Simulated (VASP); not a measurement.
# MnO (P6_3mc) in VASP: settings compared, part 2 of 2

VASP 6.6.1.

## 4. Single point, PBE+D3(BJ)+U, collinear spin, ferromagnetic start (14.28 Å³/atom)

This run uses another cell than the first one, of 14.28 Å³/atom.

File INCAR:

```
SYSTEM = MnO
PREC = Accurate
ENCUT = 520
EDIFF = 1E-7
ISMEAR = 0
SIGMA = 0.05
LREAL = .FALSE.
LASPH = .TRUE.
NELM = 150
ALGO = Normal
ISIF = 2
LWAVE = .FALSE.
LCHARG = .FALSE.
ISPIN = 2
MAGMOM = 4.54 4.54 0.13 0.13
LORBIT = 11
LMAXMIX = 4
LDAU = .TRUE.
LDAUTYPE = 2
LDAUL = 2 -1
LDAUU = 3.9 0
LDAUJ = 0 0
LDAUPRINT = 1
GGA = PE
IVDW = 12
NBANDS = 31
```

File KPOINTS:

```
Automatic mesh
0
G
  8 8 4
  0 0 0
```

File POSCAR:

```
MnO
1.0
    3.4747352959      0.0000000000      0.0000000000
   -1.7373676480      3.0092090376      0.0000000000
    0.0000000000      0.0000000000      5.4634157264
Mn O
2 2
Direct
    0.3333333333      0.6666666667     -0.0002310521
    0.6666666667      0.3333333333      0.4997689479
    0.3333333333      0.6666666667      0.3866610521
    0.6666666667      0.3333333333      0.8866610521
```

On the command line:

```
> cat potpaw_PBE.64/Mn_pv/POTCAR potpaw_PBE.64/O/POTCAR > POTCAR
> mpirun -np 1 vasp_std > vasp.out
```

Run time: 2.5 min. Hardware: 1 thread of Intel Xeon 8259CL, shared host; peak memory 0.22 GiB.

It converged, with:

```
Free energy                                           : -31.8094 eV
Pressure                                              : -2.4 GPa
Largest force                                         : 0.010 eV/Å
Band gap on the k mesh                                : zero (filled and empty bands touch)
Net moment                                            : 10.00 μB per cell
Site moments                                          : Mn +4.61; O +0.10 μB
Valence electrons inside the program's atomic spheres : Mn 11.35; O 5.00
Dispersion energy per atom                            : -0.237 eV
```

Forces on the atoms (eV/Å):
```
Mn   0.000  0.000 -0.010
Mn   0.000  0.000 -0.010
O    0.000  0.000  0.010
O    0.000  0.000  0.010
```

Stress tensor (GPa, compression positive):
```
-2.34  0.00  0.00
 0.00 -2.34  0.00
 0.00  0.00 -2.60
```

Levels at points of the mesh, in eV from the Fermi level:
Spin up:
| k point | band 20 | band 21 | band 22 | band 23 | band 24 | band 25 | band 26 | band 27 | band 28 | band 29 |
| --- | --- | --- | --- | --- | --- | --- | --- | --- | --- | --- |
| (0.00, 0.00, 0.00) | -0.75 | -0.75 | -0.54 | -0.28 | 0.00 | 0.00 | 4.36 | 6.21 | 11.66 | 11.66 |
| (0.50, 0.00, 0.00) | -2.92 | -2.39 | -2.20 | -1.05 | -0.94 | 4.60 | 5.04 | 6.44 | 7.86 | 9.26 |
| (0.00, 0.00, 0.50) | -1.74 | -0.38 | -0.38 | -0.38 | -0.38 | 2.00 | 2.00 | 8.96 | 8.96 | 11.79 |
| (0.50, 0.00, 0.50) | -2.96 | -1.48 | -1.48 | -1.24 | -1.24 | 4.50 | 4.50 | 6.81 | 6.81 | 10.39 |
Spin down:
| k point | band 10 | band 11 | band 12 | band 13 | band 14 | band 15 | band 16 | band 17 | band 18 | band 19 |
| --- | --- | --- | --- | --- | --- | --- | --- | --- | --- | --- |
| (0.00, 0.00, 0.00) | -3.39 | -3.39 | -3.39 | -3.39 | -3.14 | 0.68 | 3.67 | 3.67 | 3.82 | 4.50 |
| (0.50, 0.00, 0.00) | -4.41 | -3.87 | -3.43 | -3.31 | -3.25 | 2.47 | 3.09 | 3.32 | 4.00 | 4.01 |
| (0.00, 0.00, 0.50) | -4.33 | -3.40 | -3.40 | -3.40 | -3.40 | 2.74 | 2.74 | 4.18 | 4.18 | 4.18 |
| (0.50, 0.00, 0.50) | -4.95 | -3.35 | -3.35 | -3.35 | -3.35 | 3.02 | 3.02 | 4.01 | 4.01 | 4.33 |

Eigenvalues of the final occupation matrices:
```tsv
site	spin	trace	eigenvalues
site 1 d	1	4.74	0.94 0.94 0.95 0.95 0.95
site 1 d	2	0.21	0.02 0.02 0.05 0.05 0.06
site 2 d	1	4.74	0.94 0.94 0.95 0.95 0.95
site 2 d	2	0.21	0.02 0.02 0.05 0.05 0.06
```

Caveat: the run started ferromagnetic, and an antiferromagnetic order may lie lower in energy. The state reached can hang on the start; a lower one may exist.

## 5. Single point, PBEsol+U, collinear spin, ferromagnetic start (14.32 Å³/atom)

This run uses another cell than the first one, of 14.32 Å³/atom.

File INCAR:

```
SYSTEM = MnO
PREC     = Accurate       ! precision mode
ENCUT    = 520            ! plane-wave cutoff, eV
EDIFF    = 1E-7           ! SCF threshold, eV
ISMEAR   = 0              ! smearing method
SIGMA    = 0.05           ! smearing width, eV
LREAL    = .False.        ! projectors in reciprocal space
LASPH    = .True.         ! aspherical terms in the spheres
NELM     = 150            ! most SCF steps
ALGO     = Normal         ! electronic algorithm
ISIF     = 2              ! what is computed and relaxed
LWAVE    = .False.        ! write WAVECAR
LCHARG   = .False.        ! write CHGCAR
ISPIN    = 2              ! spin polarisation
MAGMOM   = 4.53 4.53 0.12 0.12 ! initial moments
LORBIT   = 11             ! projections on sites
LMAXMIX  = 4              ! l up to which the mixer works
LDAU     = .True.         ! DFT+U
LDAUTYPE = 2            
LDAUL    = 2 -1           ! shell
LDAUU    = 3.9 0          ! U, eV
LDAUJ    = 0 0          
LDAUPRINT= 1            
GGA      = PS             ! functional
NBANDS   = 31             ! bands
```

File KPOINTS:

```
regular mesh
0
Gamma
  8 8 4
  0 0 0
```

File POSCAR:

```
MnO
1.0
    3.4749968429      0.0000000000      0.0000000000
   -1.7374984215      3.0094355441      0.0000000000
    0.0000000000      0.0000000000      5.4767258214
Mn O
2 2
Direct
    0.3333333333      0.6666666667      0.0002254040
    0.6666666667      0.3333333333      0.5002254040
    0.3333333333      0.6666666667      0.3862045960
    0.6666666667      0.3333333333      0.8862045960
```

Potentials or basis: VASP PAW PBE potentials, release 64 (Mn_pv, O).

On the command line:

```
> cat potpaw_PBE.64/Mn_pv/POTCAR potpaw_PBE.64/O/POTCAR > POTCAR
> mpirun -np 1 vasp_std > vasp.out
```

OUTCAR:

```text
SYSTEM = MnO
   PREC = Accurate
   ENCUT = 520
   EDIFF = 1E-7
   ISMEAR = 0
   LREAL = .False.
   LASPH = .True.
   NELM = 150
   ISIF = 2
   ISPIN = 2
   LORBIT = 11
   GGA = PS

 ion  position               nearest neighbor table
   1  0.333  0.667  0.000-   4 2.10   4 2.10   4 2.10   3 2.11
   2  0.667  0.333  0.500-   3 2.10   3 2.10   3 2.10   4 2.11
   3  0.333  0.667  0.386-   2 2.10   2 2.10   2 2.10   1 2.11
   4  0.667  0.333  0.886-   1 2.10   1 2.10   1 2.10   2 2.11

  LATTYP: Found a hexagonal cell.
 ALAT       =     3.4749968429
 C/A-ratio  =     1.5760376395

  Lattice vectors:

 A1 = (   3.4749968429,   0.0000000000,   0.0000000000)
 A2 = (  -1.7374984215,   3.0094355441,   0.0000000000)
 A3 = (   0.0000000000,   0.0000000000,   5.4767258214)

Analysis of symmetry for initial positions (statically):
=====================================================================
 Subroutine PRICEL returns:
 Original cell was already a primitive cell.

 Routine SETGRP: Setting up the symmetry group for a
 hexagonal supercell.

 Subroutine GETGRP returns: Found 12 space group operations
 (whereof  6 operations were pure point group operations)
 out of a pool of 24 trial point group operations.

The static configuration has the point symmetry C_3v.
 The point group associated with its full space group is C_6v.

Analysis of symmetry for dynamics (positions and initial velocities):
=====================================================================
 Subroutine PRICEL returns:
 Original cell was already a primitive cell.

 Routine SETGRP: Setting up the symmetry group for a
 hexagonal supercell.

 Subroutine GETGRP returns: Found 12 space group operations
 (whereof  6 operations were pure point group operations)
 out of a pool of 24 trial point group operations.

The dynamic configuration has the point symmetry C_3v.
 The point group associated with its full space group is C_6v.

Analysis of structural, dynamic, and magnetic symmetry:
=====================================================================
 Subroutine PRICEL returns:
 Original cell was already a primitive cell.

 Routine SETGRP: Setting up the symmetry group for a
 hexagonal supercell.

 Subroutine GETGRP returns: Found 12 space group operations
 (whereof  6 operations were pure point group operations)
 out of a pool of 24 trial point group operations.

The overall configuration has the point symmetry C_3v.
 The point group associated with its full space group is C_6v.

 Subroutine INISYM returns: Found 12 space group operations
 (whereof  6 operations are pure point group operations),
 and found     1 'primitive' translations

----------------------------------------------------------------------------------------
[... 173 lines left out ...]
  o =  0.9492  v =  0.0000  0.0000  1.0000  0.0000  0.0000  0.0000  0.0000  0.0000  0.0000  0.0000      0.0000  0.0000  0.0000  0.0000  0.0000  0.0000  0.0000  0.0000  0.0000  0.0000

atom =   2  type =  1  l = 2

 onsite density matrix

spin component  1

  0.9476 -0.0000  0.0000 -0.0016  0.0000
 -0.0000  0.9447 -0.0000 -0.0000 -0.0016
  0.0000 -0.0000  0.9492 -0.0000  0.0000
 -0.0016 -0.0000 -0.0000  0.9447  0.0000
  0.0000 -0.0016  0.0000  0.0000  0.9476

spin component  2

  0.0456 -0.0000  0.0000 -0.0155 -0.0000
 -0.0000  0.0294 -0.0000 -0.0000 -0.0155
  0.0000 -0.0000  0.0579 -0.0000  0.0000
 -0.0155 -0.0000 -0.0000  0.0294  0.0000
 -0.0000 -0.0155  0.0000  0.0000  0.0456

 occupancies and eigenvectors

  o =  0.0200  v =  0.0000  0.0000  0.0000  0.0000  0.0000  0.4976  0.2404 -0.0000  0.8206  0.1458      0.0000  0.0000  0.0000  0.0000  0.0000  0.0000  0.0000  0.0000  0.0000  0.0000
  o =  0.0200  v =  0.0000  0.0000  0.0000  0.0000  0.0000 -0.1458  0.8206 -0.0000 -0.2404  0.4976      0.0000  0.0000  0.0000  0.0000  0.0000  0.0000  0.0000  0.0000  0.0000  0.0000
  o =  0.0550  v =  0.0000  0.0000  0.0000  0.0000  0.0000  0.8206 -0.1458 -0.0000 -0.4976  0.2404      0.0000  0.0000  0.0000  0.0000  0.0000  0.0000  0.0000  0.0000  0.0000  0.0000
  o =  0.0550  v =  0.0000  0.0000  0.0000  0.0000  0.0000 -0.2404 -0.4976 -0.0000  0.1458  0.8206      0.0000  0.0000  0.0000  0.0000  0.0000  0.0000  0.0000  0.0000  0.0000  0.0000
  o =  0.0579  v =  0.0000  0.0000  0.0000  0.0000  0.0000  0.0000 -0.0000  1.0000 -0.0000  0.0000      0.0000  0.0000  0.0000  0.0000  0.0000  0.0000  0.0000  0.0000  0.0000  0.0000
  o =  0.9440  v =  0.3891  0.2573 -0.0000  0.8771  0.1142  0.0000  0.0000  0.0000  0.0000  0.0000      0.0000  0.0000  0.0000  0.0000  0.0000  0.0000  0.0000  0.0000  0.0000  0.0000
  o =  0.9440  v = -0.1142  0.8771 -0.0000 -0.2573  0.3891  0.0000  0.0000  0.0000  0.0000  0.0000      0.0000  0.0000  0.0000  0.0000  0.0000  0.0000  0.0000  0.0000  0.0000  0.0000
  o =  0.9483  v =  0.8771 -0.1142 -0.0000 -0.3891  0.2574  0.0000  0.0000  0.0000  0.0000  0.0000      0.0000  0.0000  0.0000  0.0000  0.0000  0.0000  0.0000  0.0000  0.0000  0.0000
  o =  0.9483  v = -0.2574 -0.3891 -0.0000  0.1142  0.8771  0.0000  0.0000  0.0000  0.0000  0.0000      0.0000  0.0000  0.0000  0.0000  0.0000  0.0000  0.0000  0.0000  0.0000  0.0000
  o =  0.9492  v =  0.0000 -0.0000  1.0000 -0.0000  0.0000  0.0000  0.0000  0.0000  0.0000  0.0000      0.0000  0.0000  0.0000  0.0000  0.0000  0.0000  0.0000  0.0000  0.0000  0.0000

 number of electron      37.9999989 magnetization      10.0000000

 Free energy of the ion-electron system (eV)
  ---------------------------------------------------
  ext. energy  EPLUGINS =         0.00000000
  ---------------------------------------------------
  free energy    TOTEN  =       -32.18386809 eV

  energy without entropy =      -32.18375435  energy(sigma->0) =      -32.18381122

 E-fermi :   4.1502     XC(G=0): -10.3891

 val. band max:        4.1498224838   @ k =   0.0000   0.0000   0.0000
 cond. band min:       4.6236084355   @ k =   0.1250   0.0000   0.0000
 fundamental gap:      0.4737859516
 Fermi energy:         4.1501532085

 spin component 1

 k-point     1 :       0.0000    0.0000    0.0000
  band No.  band energies     occupation
      1     -45.4187      1.00000
      2     -45.3930      1.00000
      3     -45.3838      1.00000
      4     -45.3838      1.00000
      5     -45.3794      1.00000
      6     -45.3794      1.00000
[... 1625 lines left out ...]
     30      16.4096      0.00000
     31      17.4921      0.00000

 [... further k-points ...]

------------------------ aborting loop because EDIFF is reached ----------------------------------------

  FORCE on cell =-STRESS in cart. coord.  units (eV):
  Direction    XX          YY          ZZ          XY          YZ          ZX
  --------------------------------------------------------------------------------------
  -------------------------------------------------------------------------------------
  Total       -1.5455474     -1.5455474     -1.6219785      0.0000000      0.0000000      0.0000000
  in kB      -43.2346995    -43.2346995    -45.3727631      0.0000000      0.0000000      0.0000000
  external PRESSURE =     -43.9473874 kB  Pullay stress =       0.0000000 kB

 VOLUME and BASIS-vectors are now :
 -----------------------------------------------------------------------------
  energy-cutoff  :      520.00
  volume of cell :       57.27
      direct lattice vectors                 reciprocal lattice vectors
     3.474996843  0.000000000  0.000000000     0.287770046  0.166144113  0.000000000
    -1.737498422  3.009435544  0.000000000     0.000000000  0.332288227  0.000000000
     0.000000000  0.000000000  5.476725821     0.000000000  0.000000000  0.182590846

 POSITION                                       TOTAL-FORCE (eV/Angst)
 -----------------------------------------------------------------------------------
     -0.00000      2.00629      0.00123        -0.000000      0.000000     -0.010120
      1.73750      1.00315      2.73960         0.000000      0.000000     -0.010120
     -0.00000      2.00629      2.11514        -0.000000      0.000000      0.010120
      1.73750      1.00315      4.85350         0.000000      0.000000      0.010120
 -----------------------------------------------------------------------------------
    total drift:                               -0.000000      0.000000      0.000572

  FREE ENERGIE OF THE ION-ELECTRON SYSTEM (eV)
  ---------------------------------------------------
  free  energy   TOTEN  =       -32.1838680899 eV

  energy  without entropy=      -32.1837543473  energy(sigma->0) =      -32.18381122

 total charge

# of ion       s       p       d       tot
------------------------------------------
    1        0.229   6.202   4.922  11.353
    2        0.229   6.202   4.922  11.353
    3        1.546   3.427   0.000   4.973
    4        1.546   3.427   0.000   4.973
--------------------------------------------------
tot          3.552  19.258   9.844  32.653

 magnetization (x)

# of ion       s       p       d       tot
------------------------------------------
    1        0.036   0.049   4.516   4.601
    2        0.036   0.049   4.516   4.601
    3        0.012   0.078   0.000   0.090
    4        0.012   0.078   0.000   0.090
--------------------------------------------------
tot          0.097   0.253   9.032   9.382
```

Run time: 2.5 min. Hardware: 1 thread of Intel Xeon 8259CL, shared host; peak memory 0.21 GiB.

What came out:

```yaml
Free_energy: -32.1839 eV
Pressure: -4.4 GPa
Largest_force: 0.010 eV/Å
Band_gap_on_the_k_mesh: zero (filled and empty bands touch)
Net_moment: 10.00 μB per cell
Site_moments: Mn +4.60; O +0.09 μB
Valence_electrons_inside_the_program's_atomic_spheres: Mn 11.35; O 4.97
```

Forces in eV/Å, atoms in the order of the input:
```
Mn   0.000  0.000 -0.010
Mn   0.000  0.000 -0.010
O    0.000  0.000  0.010
O    0.000  0.000  0.010
```

Stress tensor (GPa, compression positive):
```
-4.32  0.00  0.00
 0.00 -4.32  0.00
 0.00  0.00 -4.54
```

Levels at points of the mesh, in eV from the Fermi level:
Spin up:
```
           k point  band 20  band 21  band 22  band 23  band 24  band 25  band 26  band 27  band 28  band 29
(0.00, 0.00, 0.00)    -0.76    -0.76    -0.66    -0.28     0.00     0.00     4.21     6.08    11.52    11.52
(0.50, 0.00, 0.00)    -2.92    -2.40    -2.21    -1.07    -0.94     4.48     4.89     6.28     7.73     9.13
(0.00, 0.00, 0.50)    -1.76    -0.38    -0.38    -0.38    -0.38     1.89     1.89     8.78     8.78    11.64
(0.50, 0.00, 0.50)    -2.97    -1.48    -1.48    -1.26    -1.26     4.33     4.33     6.70     6.70    10.23
```
Spin down:
| k point | band 10 | band 11 | band 12 | band 13 | band 14 | band 15 | band 16 | band 17 | band 18 | band 19 |
| --- | --- | --- | --- | --- | --- | --- | --- | --- | --- | --- |
| (0.00, 0.00, 0.00) | -3.39 | -3.39 | -3.39 | -3.39 | -3.16 | 0.58 | 3.64 | 3.64 | 3.76 | 4.47 |
| (0.50, 0.00, 0.00) | -4.43 | -3.88 | -3.43 | -3.32 | -3.25 | 2.41 | 3.03 | 3.27 | 3.97 | 3.98 |
| (0.00, 0.00, 0.50) | -4.36 | -3.40 | -3.40 | -3.40 | -3.40 | 2.64 | 2.64 | 4.14 | 4.14 | 4.14 |
| (0.50, 0.00, 0.50) | -4.97 | -3.36 | -3.36 | -3.35 | -3.35 | 2.94 | 2.94 | 3.96 | 3.96 | 4.30 |

Eigenvalues of the final occupation matrices:
```
    site  spin  trace               eigenvalues
site 1 d     1   4.73  0.94 0.94 0.95 0.95 0.95
site 1 d     2   0.21  0.02 0.02 0.05 0.05 0.06
site 2 d     1   4.73  0.94 0.94 0.95 0.95 0.95
site 2 d     2   0.21  0.02 0.02 0.05 0.05 0.06
```

Caveat: the cell stands under tension; the PAW data sets were made with another functional, which shifts forces and pressure a little; the run started ferromagnetic, and an antiferromagnetic order may lie lower in energy. The state reached can hang on the start; a lower one may exist.

## 6. Summary

| level | cell | gap on the mesh (eV) | pressure (GPa) | moment (μB) | largest force (eV/Å) |
| --- | --- | --- | --- | --- | --- |
| PBE+D3(BJ)+U | a = 3.459, b = 3.459, c = 5.404 Å, angles 90.0, 90.0, 120.0°, 4 atoms, atomic positions A | none | -0.3 | 10.00 | 0.01 |
| PBEsol+U | a = 3.458, b = 3.458, c = 5.426 Å, angles 90.0, 90.0, 120.0°, 4 atoms, atomic positions B | none | -2.4 | 10.00 | 0.01 |
| PBE+D3(BJ)+U | a = 3.475, b = 3.475, c = 5.463 Å, angles 90.0, 90.0, 120.0°, 4 atoms, atomic positions C | none | -2.4 | 10.00 | 0.01 |
| PBEsol+U | a = 3.475, b = 3.475, c = 5.477 Å, angles 90.0, 90.0, 120.0°, 4 atoms, atomic positions D | none | -4.4 | 10.00 | 0.01 |

Alike in all rows: task single point; potentials or basis VASP PAW PBE potentials, release 64 (Mn_pv, O); spin collinear, ferromagnetic start; Mn d U = 3.9 eV; k mesh 8 × 8 × 4; cutoff (eV) 520; smearing gaussian 0.05 eV.

Caveats: the run started ferromagnetic, and an antiferromagnetic order may lie lower in energy; the PAW data sets were made with another functional, which shifts forces and pressure a little (at least some runs); the cell stands under tension (at least some runs).

Total energies depend on the potentials used, so only differences within one code and one set of settings carry meaning.

The gap in the log of VASP goes by the Fermi energy; the results here count the filled bands.